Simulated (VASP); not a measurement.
A run of VASP 6.6.1 is set up as follows.

INCAR

```
PREC     = Accurate       # precision mode
ENCUT    = 520            # plane-wave cutoff, eV
EDIFF    = 1E-6           # SCF threshold, eV
ISMEAR   = 0              # smearing method
SIGMA    = 0.1            # smearing width, eV
LREAL    = F              # projectors in reciprocal space
LASPH    = T              # aspherical terms in the spheres
NELM     = 100            # most SCF steps
ALGO     = Normal         # electronic algorithm
ISIF     = 2              # what is computed and relaxed
LWAVE    = F              # write WAVECAR
LCHARG   = F              # write CHGCAR
GGA      = PE             # functional
NBANDS   = 23             # bands
```

Contents of KPOINTS:

```
Automatic mesh
0
Gamma
  4 4 4
```

Contents of POSCAR:

```
ZnCdH4
1.0
    3.3041418646      0.0000000000      0.0000000000
    0.0000000000      3.3041418646      0.0000000000
    0.0000000000      0.0000000000      5.8781317858
Zn Cd H
1 1 4
Direct
    0.0000000000      0.0000000000      0.0000000000
    0.5000000000      0.5000000000      0.5000000000
    0.0000000000      0.0000000000      0.6977794020
    0.5000000000      0.0000000000      0.0000000000
    0.0000000000      0.5000000000      0.0000000000
    0.0000000000      0.0000000000      0.3022205980
```

Potentials or basis: VASP PAW PBE potentials, release 64 (Zn, Cd, H).

Run with:

```console
$ cat potpaw_PBE.64/Zn/POTCAR potpaw_PBE.64/Cd/POTCAR potpaw_PBE.64/H/POTCAR > POTCAR
$ mpirun -np 1 vasp_std > vasp.out
```

Q: Estimate the band gap on the k mesh.

A: Zero (bands 14 and 15 overlap by 3.40 eV).

Q: Predict the pressure.

A: 0.2 GPa.

Q: Predict the largest force.

A: 0.021 eV/Å.

Forces in eV/Å, atoms in the order of the input:
```
Zn   0.000  0.000  0.000
Cd   0.000  0.000  0.000
H    0.000  0.000 -0.021
H    0.000  0.000  0.000
H    0.000  0.000  0.000
H    0.000  0.000  0.021
```

Caveat: the k points lie up to 0.48 Å⁻¹ apart, too coarse for converged energies and pressures of a metal.
